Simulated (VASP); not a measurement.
Here is a VASP 6.6.1 calculation.

Contents of INCAR:

```
SYSTEM = NbSiO4
  PREC = Accurate
  ENCUT = 600
  EDIFF = 1E-6
  ISMEAR = 0
  SIGMA = 0.1
  LREAL = .FALSE.
  LASPH = .TRUE.
  NELM = 60
  ALGO = Normal
  ISIF = 3
  LWAVE = .FALSE.
  LCHARG = .FALSE.
  GGA = PE
  IBRION = 2
  NSW = 100
  EDIFFG = -0.01
```

File KPOINTS:

```
regular mesh
0
G
  8 8 8
  0 0 0
```

The input POSCAR:

```
NbSiO4
1.0
    5.1905929945      0.0000000000      0.0000000000
    0.0000000000      5.1905929945      0.0000000000
    0.0000000000      0.0000000000      5.2730377097
Nb Si O
1 1 4
Direct
    0.5000000000      0.5000000000      0.0000000000
    0.5000000000      0.5000000000      0.5000000000
    0.8743425803      0.5000000000      0.0000000000
    0.1256574197      0.5000000000      0.0000000000
    0.5000000000      0.8743425803      0.0000000000
    0.5000000000      0.1256574197      0.0000000000
```

Potentials or basis: VASP PAW PBE potentials, release 64 (Nb_sv, Si, O).

Launch:

```console
$ cat potpaw_PBE.64/Nb_sv/POTCAR potpaw_PBE.64/Si/POTCAR potpaw_PBE.64/O/POTCAR > POTCAR
$ mpirun -np 1 vasp_std > vasp.out
```

Predict the relaxed volume.

23.83 Å³/atom.

What does it give for the band gap on the k mesh?

Zero (an odd number of electrons rules out a gap without spin polarisation).

Predict the space group after relaxing (to 0.1 Å).

P4/mmm (No. 123).

Estimate the relaxed cell.

a = 5.198 Å, b = 5.198 Å, c = 5.293 Å, α = 90.00°, β = 90.00°, γ = 90.00°.

Step by step:
```csv
step,energy change (eV),largest force (eV/Å),pressure (GPa),volume (Å³)
1,0.0000,0.4602,0.53,142.07
2,0.0585,1.5808,-0.78,143.67
3,-0.0048,0.0273,0.20,142.40
4,-0.0048,0.0172,0.21,142.39
5,-0.0052,0.0112,-0.04,142.94
6,-0.0052,0.0115,-0.04,142.95
7,-0.0054,0.0043,-0.02,143.00
```

Caveat: an odd number of electrons without spin polarisation forces a metal; a magnetic or distorted state may lie lower.
